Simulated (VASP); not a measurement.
Here is a VASP 6.6.1 calculation.

File INCAR:

```
SYSTEM = CO2
PREC = Accurate
ENCUT = 520
EDIFF = 1E-6
ISMEAR = 0
SIGMA = 0.02
LREAL = .False.
LASPH = .True.
NELM = 100
ALGO = Normal
ISIF = 2
LWAVE = .False.
LCHARG = .False.
GGA = PE
IVDW = 12
NBANDS = 44
```

The input KPOINTS:

```
Automatic mesh
0
Gamma
  4 4 4
  0 0 0
```

The input POSCAR:

```
CO2
1.0
    5.4748845693      0.0000000000      0.0000000000
    0.0000000000      5.4748845693      0.0000000000
    0.0000000000      0.0000000000      5.4748845693
C O
4 8
Direct
    0.0000000000      0.0000000000      0.0000000000
    0.5000000000      0.0000000000      0.5000000000
    0.5000000000      0.5000000000      0.0000000000
    0.0000000000      0.5000000000      0.5000000000
    0.1231344774      0.1231344774      0.1231344774
    0.3768655226      0.8768655226      0.6231344774
    0.6231344774      0.3768655226      0.8768655226
    0.8768655226      0.6231344774      0.3768655226
    0.8768655226      0.8768655226      0.8768655226
    0.6231344774      0.1231344774      0.3768655226
    0.3768655226      0.6231344774      0.1231344774
    0.1231344774      0.3768655226      0.6231344774
```

Potentials or basis: VASP PAW PBE potentials, release 64 (C, O).

Run with:

```console
$ cat potpaw_PBE.64/C/POTCAR potpaw_PBE.64/O/POTCAR > POTCAR
$ mpirun -np 1 vasp_std > vasp.out
```

(1) What does it give for the pressure?

(2) Predict the dispersion energy per atom.

Results:

(1) 3.0 GPa.

(2) -0.077 eV.
